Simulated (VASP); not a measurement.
# IrO (P4/mmm) in VASP: notebook

Runs on IrO. Level: PBE. Tasks: single point, relaxation of cell and atoms.

All numbers are computed with VASP 6.6.1; they aren't measurements. Logs are shortened: lines on timing, memory, paths and dates and some standing lists are left out, and cuts for length are marked.

### 1 The cell of the first run

It takes space group P4/mmm (No. 123, tetragonal). The conventional cell has a = 4.076 Å, b = 4.076 Å, c = 4.012 Å, α = 90.00°, β = 90.00°, γ = 90.00°. Ir (site symmetry 4/mmm) has 4 O at 2.04 Å within 2.7 Å. Ir (site symmetry mmm) has 2 O at 2.01 Å within 2.7 Å. Within 2.7 Å of O (site symmetry 4/mmm) lie 4 O at 2.04 Å. Within 2.7 Å of O (site symmetry mmm) lie 4 Ir at 2.01 to 2.04 Å and 2 O at 2.04 Å.

### 2 Single point, PBE, collinear spin, ferrimagnetic start

Contents of INCAR:

```
SYSTEM = IrO
PREC = Accurate
ENCUT = 520
EDIFF = 1E-6
ISMEAR = 0
SIGMA = 0.1
LREAL = .FALSE.
LASPH = .TRUE.
NELM = 150
ALGO = Normal
ISIF = 2
LWAVE = .FALSE.
LCHARG = .FALSE.
ISPIN = 2
MAGMOM = 1 -1 -1 0 0 0
LORBIT = 11
LMAXMIX = 4
GGA = PE
NBANDS = 36
```

Contents of KPOINTS:

```
Automatic mesh
0
G
  4 4 4
  0 0 0
```

Contents of POSCAR:

```
IrO
1.0
    4.0762882100      0.0000000000      0.0000000000
    0.0000000000      4.0762882100      0.0000000000
    0.0000000000      0.0000000000      4.0121020000
Ir O
3 3
Direct
    0.5000000000      0.5000000000      0.5000000000
    0.5000000000      0.0000000000      0.0000000000
    0.0000000000      0.5000000000      0.0000000000
    0.0000000000      0.0000000000      0.5000000000
    0.5000000000      0.0000000000      0.5000000000
    0.0000000000      0.5000000000      0.5000000000
```

Potentials or basis: VASP PAW PBE potentials, release 64 (Ir, O).

Command:

```
> cat potpaw_PBE.64/Ir/POTCAR potpaw_PBE.64/O/POTCAR > POTCAR
> mpirun -np 1 vasp_std > vasp.out
```

OUTCAR:

```text
SYSTEM = IrO
   PREC = Accurate
   ENCUT = 520
   EDIFF = 1E-6
   ISMEAR = 0
   LREAL = .FALSE.
   LASPH = .TRUE.
   NELM = 150
   ISIF = 2
   ISPIN = 2
   LORBIT = 11
   GGA = PE

 ion  position               nearest neighbor table
   1  0.500  0.500  0.500-   5 2.04   6 2.04   5 2.04   6 2.04   2 2.86   3 2.86   2 2.86   2 2.86
                             2 2.86   3 2.86   3 2.86   3 2.86
   2  0.500  0.000  0.000-   5 2.01   5 2.01   1 2.86   1 2.86   1 2.86   1 2.86   3 2.88   3 2.88
                             3 2.88   3 2.88
   3  0.000  0.500  0.000-   6 2.01   6 2.01   1 2.86   1 2.86   1 2.86   1 2.86   2 2.88   2 2.88
                             2 2.88   2 2.88
   4  0.000  0.000  0.500-
   5  0.500  0.000  0.500-   2 2.01   2 2.01   1 2.04   1 2.04
   6  0.000  0.500  0.500-   3 2.01   3 2.01   1 2.04   1 2.04

  LATTYP: Found a simple tetragonal cell.
 ALAT       =     4.0762882100
 C/A-ratio  =     0.9842537606

  Lattice vectors:

 A1 = (   4.0762882100,   0.0000000000,   0.0000000000)
 A2 = (   0.0000000000,   4.0762882100,   0.0000000000)
 A3 = (   0.0000000000,   0.0000000000,   4.0121020000)

Analysis of symmetry for initial positions (statically):
=====================================================================
 Subroutine PRICEL returns:
 Original cell was already a primitive cell.

 Routine SETGRP: Setting up the symmetry group for a
 simple tetragonal supercell.

 Subroutine GETGRP returns: Found 16 space group operations
 (whereof 16 operations were pure point group operations)
 out of a pool of 16 trial point group operations.

The static configuration has the point symmetry D_4h.

Analysis of symmetry for dynamics (positions and initial velocities):
=====================================================================
 Subroutine PRICEL returns:
 Original cell was already a primitive cell.

 Routine SETGRP: Setting up the symmetry group for a
 simple tetragonal supercell.

 Subroutine GETGRP returns: Found 16 space group operations
 (whereof 16 operations were pure point group operations)
 out of a pool of 16 trial point group operations.

The dynamic configuration has the point symmetry D_4h.

Analysis of structural, dynamic, and magnetic symmetry:
=====================================================================
 Subroutine PRICEL returns:
 Original cell was already a primitive cell.

 Routine SETGRP: Setting up the symmetry group for a
 simple tetragonal supercell.

 Subroutine GETGRP returns: Found 16 space group operations
 (whereof 16 operations were pure point group operations)
 out of a pool of 16 trial point group operations.

The overall configuration has the point symmetry D_4h.

 Subroutine INISYM returns: Found 16 space group operations
 (whereof 16 operations are pure point group operations),
 and found     1 'primitive' translations

----------------------------------------------------------------------------------------

                                     Primitive cell

  volume of cell :      66.6656

  direct lattice vectors                    reciprocal lattice vectors
     4.076288210  0.000000000  0.000000000     0.245321221  0.000000000  0.000000000
     0.000000000  4.076288210  0.000000000     0.000000000  0.245321221  0.000000000
     0.000000000  0.000000000  4.012102000     0.000000000  0.000000000  0.249245907

  length of vectors
     4.076288210  4.076288210  4.012102000     0.245321221  0.245321221  0.249245907

  position of ions in fractional coordinates (direct lattice)
     0.500000000  0.500000000  0.500000000
     0.500000000  0.000000000  0.000000000
     0.000000000  0.500000000  0.000000000
     0.000000000  0.000000000  0.500000000
     0.500000000  0.000000000  0.500000000
     0.000000000  0.500000000  0.500000000

  ion indices of the primitive-cell ions
   primitive index   ion index
                 1           1
                 2           2
                 3           3
                 4           4
                 5           5
                 6           6

----------------------------------------------------------------------------------------

 KPOINTS: Automatic mesh

Automatic generation of k-mesh.
 Grid dimensions read from file:
 generate k-points for:    4    4    4

 Generating k-lattice:

  Cartesian coordinates                     Fractional coordinates (reciprocal lattice)
     0.061330305  0.000000000  0.000000000     0.250000000  0.000000000  0.000000000
     0.000000000  0.061330305  0.000000000     0.000000000  0.250000000  0.000000000
     0.000000000  0.000000000  0.062311477     0.000000000  0.000000000  0.250000000

  Length of vectors
     0.061330305  0.061330305  0.062311477

  Shift w.r.t. Gamma in fractional coordinates (k-lattice)
     0.000000000  0.000000000  0.000000000

 Subroutine IBZKPT returns following result:
 ===========================================

 Found     18 irreducible k-points:

 Following reciprocal coordinates:
            Coordinates               Weight
  0.000000  0.000000  0.000000      1.000000
  0.250000  0.000000  0.000000      4.000000
  0.500000  0.000000  0.000000      2.000000
  0.250000  0.250000  0.000000      4.000000
  0.500000  0.250000  0.000000      4.000000
  0.500000  0.500000  0.000000      1.000000
[... 10 lines left out ...]
  0.500000  0.250000  0.500000      4.000000
  0.500000  0.500000  0.500000      1.000000
   k-points           NKPTS =     18   k-points in BZ     NKDIM =     18   number of bands    NBANDS=     36
   number of dos      NEDOS =    301   number of ions     NIONS =      6
   total plane-waves  NPLWV =  27000
   dimension x,y,z NGX =    30 NGY =   30 NGZ =   30
   dimension x,y,z NGXF=    60 NGYF=   60 NGZF=   60
   ions per type =               3   3
   NGX,Y,Z   is equivalent  to a cutoff of  12.24, 12.24, 12.43 a.u.
   NGXF,Y,Z  is equivalent  to a cutoff of  24.47, 24.47, 24.86 a.u.
 SYSTEM =  IrO
   PREC   = accura    normal or accurate (medium, high low for compatibility)
   ISTART =      0    job   : 0-new  1-cont  2-samecut
   ICHARG =      2    charge: 1-file 2-atom 10-const
   ISPIN  =      2    spin polarized calculation?
   LNONCOLLINEAR =      F non collinear calculations
   LSORBIT =      F    spin-orbit coupling
   LASPH  =      T    aspherical Exc in radial PAW
   ENCUT  =  520.0 eV  38.22 Ry    6.18 a.u.   7.58  7.58  7.46*2*pi/ulx,y,z
   NELM   =    150;   NELMIN=  2; NELMDL= -5     # of ELM steps
   EDIFF  = 0.1E-05   stopping-criterion for ELM
   LREAL  =      F    real-space projection
   EDIFFG = 0.1E-04   stopping-criterion for IOM
   NSW    =      0    number of steps for IOM
   IBRION =     -1    ionic relax: 0-MD 1-quasi-New 2-CG
   NFREE  =      0    steps in history (QN), initial steepest desc. (CG)
   ISIF   =      2    stress and relaxation
   ISYM   =      2    0-nonsym 1-usesym 2-fastsym
   POTIM  = 0.5000    time-step for ionic-motion
   TEBEG  =    0.0;   TEEND  =   0.0 temperature during run
   PSTRESS=    0.0 pullay stress
   NELECT =      45.0000    total number of electrons
   NUPDOWN=      -1.0000    fix difference up-down
   EMIN   =  10.00;   EMAX   =-10.00  energy-range for DOS
   EFERMI =   0.00;   METHOD = LEGACY
   ISMEAR =     0;   SIGMA  =   0.10  broadening in eV -4-tet -1-fermi 0-gaus
   EFERMI_NEDOS =   21; number of points for ismear=-14 and -15
   IALGO  =     38    algorithm
   IMIX   =      4    mixing-type and parameters
     AMIX     =   0.40;   BMIX     =  1.00
     AMIX_MAG =   1.60;   BMIX_MAG =  1.00
  volume/ion in A,a.u.               =      11.11        74.98
  Fermi-wavevector in a.u.,A,eV,Ry     =   1.436079  2.713796 28.059619  2.062324
  Thomas-Fermi vector in A             =   2.555307
   LORBIT       =     11    0 simple, 1 ext, 2 COOP (PROOUT), +10 PAW based schemes
   GGA     = PE    functional components
   LHFCALC =     F    Hartree Fock is set to
   AEXX    =    0.0000 exact exchange contribution
   IVDW    =     0    specifies the selected vdW correction
   LEPSILON=     F    determine dielectric tensor
   LRPA    =     F    only Hartree local field effects (RPA)
 spin polarized calculation
 Gauss-broadening in eV      SIGMA  =   0.10
  energy-cutoff  :      520.00
  volume of cell :       66.67
 maximum number of plane-waves:      1816
   NGX = 15   NGY = 15   NGZ = 15

 number of electron      44.9999977 magnetization      -0.0019974

 number of electron      44.9999977 magnetization       0.0000472

 Free energy of the ion-electron system (eV)
  ---------------------------------------------------
  ext. energy  EPLUGINS =         0.00000000
  ---------------------------------------------------
  free energy    TOTEN  =       -34.81032780 eV

  energy without entropy =      -34.74598680  energy(sigma->0) =      -34.77815730

 E-fermi :   7.9915     XC(G=0): -13.1151

 val. band max:        7.9854860932   @ k =   0.5000   0.2500   0.2500
 cond. band min:       8.0211921579   @ k =   0.2500   0.2500   0.2500
 fundamental gap:      0.0357060646
 Fermi energy:         7.9914521583

 spin component 1

 k-point     1 :       0.0000    0.0000    0.0000
  band No.  band energies     occupation
      1     -14.8781      1.00000
      2     -13.8212      1.00000
      3      -8.3936      1.00000
      4      -0.2269      1.00000
      5      -0.2269      1.00000
      6       0.3433      1.00000
[... 26 lines left out ...]
     33      16.9376      0.00000
     34      22.5623      0.00000

 k-point     2 :       0.2500    0.0000    0.0000
  band No.  band energies     occupation
      1     -14.6058      1.00000
      2     -13.8096      1.00000
      3      -8.7197      1.00000
      4      -0.8259      1.00000
      5      -0.2955      1.00000
      6       0.4283      1.00000
[... 26 lines left out ...]
     33      20.1017      0.00000
     34      21.1355      0.00000
[... 553 lines left out ...]
     33      16.8736      0.00000
     34      18.8024      0.00000

 k-point    18 :       0.5000    0.5000    0.5000
  band No.  band energies     occupation
      1     -13.0743      1.00000
      2     -13.0743      1.00000
      3      -9.8943      1.00000
      4      -2.6700      1.00000
      5      -2.3089      1.00000
      6      -2.3089      1.00000
[... 26 lines left out ...]
     33      16.4294      0.00000
     34      17.0640      0.00000
 Fermi energy:         7.9914521583

 spin component 2

 k-point     1 :       0.0000    0.0000    0.0000
  band No.  band energies     occupation
      1     -14.8782      1.00000
      2     -13.8213      1.00000
      3      -8.3937      1.00000
      4      -0.2270      1.00000
      5      -0.2270      1.00000
      6       0.3433      1.00000
[... 26 lines left out ...]
     33      16.9376      0.00000
     34      22.5624      0.00000

 k-point     2 :       0.2500    0.0000    0.0000
  band No.  band energies     occupation
      1     -14.6059      1.00000
      2     -13.8096      1.00000
      3      -8.7198      1.00000
      4      -0.8259      1.00000
      5      -0.2955      1.00000
      6       0.4283      1.00000
[... 26 lines left out ...]
     33      20.1018      0.00000
     34      21.1355      0.00000
[... 553 lines left out ...]
     33      16.8736      0.00000
     34      18.8024      0.00000

 k-point    18 :       0.5000    0.5000    0.5000
  band No.  band energies     occupation
      1     -13.0744      1.00000
      2     -13.0744      1.00000
      3      -9.8945      1.00000
      4      -2.6700      1.00000
      5      -2.3089      1.00000
      6      -2.3089      1.00000
[... 26 lines left out ...]
     33      16.4294      0.00000
     34      17.0640      0.00000
 [bands above 34 left out]

------------------------ aborting loop because EDIFF is reached ----------------------------------------

  FORCE on cell =-STRESS in cart. coord.  units (eV):
  Direction    XX          YY          ZZ          XY          YZ          ZX
  --------------------------------------------------------------------------------------
  -------------------------------------------------------------------------------------
  Total        8.6185573      8.6185573      6.1259442      0.0000000      0.0000000      0.0000000
  in kB      207.1302001    207.1302001    147.2251111      0.0000000      0.0000000      0.0000000
  external PRESSURE =     187.1618371 kB  Pullay stress =       0.0000000 kB

 VOLUME and BASIS-vectors are now :
 -----------------------------------------------------------------------------
  energy-cutoff  :      520.00
  volume of cell :       66.67
      direct lattice vectors                 reciprocal lattice vectors
     4.076288210  0.000000000  0.000000000     0.245321221  0.000000000  0.000000000
     0.000000000  4.076288210  0.000000000     0.000000000  0.245321221  0.000000000
     0.000000000  0.000000000  4.012102000     0.000000000  0.000000000  0.249245907

 POSITION                                       TOTAL-FORCE (eV/Angst)
 -----------------------------------------------------------------------------------
      2.03814      2.03814      2.00605         0.000000      0.000000      0.000000
      2.03814      0.00000      0.00000         0.000000      0.000000      0.000000
      0.00000      2.03814      0.00000         0.000000      0.000000      0.000000
      0.00000      0.00000      2.00605         0.000000      0.000000      0.000000
      2.03814      0.00000      2.00605         0.000000      0.000000      0.000000
      0.00000      2.03814      2.00605         0.000000      0.000000      0.000000
 -----------------------------------------------------------------------------------
    total drift:                                0.000000     -0.000000     -0.000000

  FREE ENERGIE OF THE ION-ELECTRON SYSTEM (eV)
  ---------------------------------------------------
  free  energy   TOTEN  =       -34.8103277960 eV

  energy  without entropy=      -34.7459867973  energy(sigma->0) =      -34.77815730

 total charge

# of ion       s       p       d       tot
------------------------------------------
    1        0.527   0.637   7.101   8.264
    2        0.552   0.511   7.019   8.082
    3        0.552   0.511   7.019   8.082
    4        1.643   3.145   0.000   4.788
    5        1.584   3.378   0.000   4.962
    6        1.584   3.378   0.000   4.962
--------------------------------------------------
tot          6.441  11.561  21.138  39.140

 magnetization (x)

# of ion       s       p       d       tot
------------------------------------------
    1       -0.000  -0.000   0.000   0.000
    2        0.000   0.000   0.000   0.000
    3        0.000   0.000   0.000   0.000
    4       -0.000  -0.000   0.000  -0.000
    5       -0.000  -0.000   0.000  -0.000
    6       -0.000  -0.000   0.000  -0.000
--------------------------------------------------
tot         -0.000  -0.000   0.000  -0.000
```

Wall time 73 s (1 thread of Intel Xeon 6975P-C (Granite Rapids), shared host); peak memory 0.22 GiB.

What came out:

| Item | Value |
| --- | --- |
| Free energy | -34.8103 eV |
| Pressure | 18.7 GPa |
| Net moment | 0.00 μB per cell |
| Valence electrons inside the program's atomic spheres | Ir 8.26, 8.08; O 4.79, 4.96 |

Caveat: the k points lie up to 0.39 Å⁻¹ apart; spin-orbit coupling is left out, which moves the levels of the heavy elements.

### 3 Single point, PBE, collinear spin, ferrimagnetic start

This run uses another cell than the first one, of 12.20 Å³/atom, 1.098 times its volume.

INCAR, as its differences from that of step 2:

```diff
@@ -3,3 +3,3 @@
 ENCUT = 520
-EDIFF = 1E-6
+EDIFF = 1E-7
 ISMEAR = 0
```

KPOINTS is that of step 2.

POSCAR, as its differences from that of step 2:

```diff
@@ -2,5 +2,5 @@
 1.0
-    4.0762882100      0.0000000000      0.0000000000
-    0.0000000000      4.0762882100      0.0000000000
-    0.0000000000      0.0000000000      4.0121020000
+    4.3485478743      0.0000000000      0.0000000000
+    0.0000000000      4.3485478743      0.0000000000
+    0.0000000000      0.0000000000      3.8697046817
 Ir O
```

Potentials or basis: VASP PAW PBE potentials, release 64 (Ir, O).

Command:

```
> cat potpaw_PBE.64/Ir/POTCAR potpaw_PBE.64/O/POTCAR > POTCAR
> mpirun -np 1 vasp_std > vasp.out
```

Wall time 73 s (1 thread of Intel Xeon 6975P-C (Granite Rapids), shared host); peak memory 0.24 GiB.

It converged, with:

* Free energy: -35.2336 eV
* Pressure: 1.2 GPa
* Net moment: 0.00 μB per cell
* Valence electrons inside the program's atomic spheres: Ir 7.94, 8.03; O 4.75, 4.95

Stress tensor (GPa, compression positive):
```
0.83 0.00 0.00
0.00 0.83 0.00
0.00 0.00 1.97
```

Levels at points of the mesh, in eV from the Fermi level:
Spin up:
| k point | band 19 | band 20 | band 21 | band 22 | band 23 | band 24 | band 25 | band 26 |
| --- | --- | --- | --- | --- | --- | --- | --- | --- |
| (0.00, 0.00, 0.00) | -1.43 | -0.93 | 0.01 | 0.54 | 0.54 | 0.54 | 0.55 | 0.55 |
| (0.50, 0.00, 0.00) | -1.75 | -1.50 | -1.29 | -0.83 | -0.28 | -0.17 | 0.54 | 0.60 |
| (0.50, 0.50, 0.00) | -1.54 | -1.38 | -0.65 | -0.65 | -0.41 | -0.08 | 0.39 | 0.39 |
| (0.00, 0.00, 0.50) | -0.58 | -0.41 | 0.02 | 0.02 | 0.30 | 0.56 | 0.91 | 0.91 |
| (0.50, 0.00, 0.50) | -0.94 | -0.65 | -0.32 | -0.24 | 0.23 | 0.29 | 0.84 | 1.28 |
| (0.50, 0.50, 0.50) | -0.43 | -0.31 | 0.13 | 0.13 | 0.24 | 0.71 | 1.42 | 2.17 |
Spin down:
| k point | band 20 | band 21 | band 22 | band 23 | band 24 | band 25 |
| --- | --- | --- | --- | --- | --- | --- |
| (0.00, 0.00, 0.00) | -0.93 | 0.01 | 0.54 | 0.54 | 0.54 | 0.55 |
| (0.50, 0.00, 0.00) | -1.50 | -1.29 | -0.83 | -0.28 | -0.17 | 0.54 |
| (0.50, 0.50, 0.00) | -1.38 | -0.65 | -0.65 | -0.41 | -0.08 | 0.39 |
| (0.00, 0.00, 0.50) | -0.41 | 0.02 | 0.02 | 0.30 | 0.56 | 0.91 |
| (0.50, 0.00, 0.50) | -0.65 | -0.32 | -0.24 | 0.23 | 0.29 | 0.84 |
| (0.50, 0.50, 0.50) | -0.31 | 0.13 | 0.13 | 0.24 | 0.71 | 1.42 |

Caveat: the k points lie up to 0.41 Å⁻¹ apart; spin-orbit coupling is left out, which moves the levels of the heavy elements.

(Continued in part 2 of 2.)
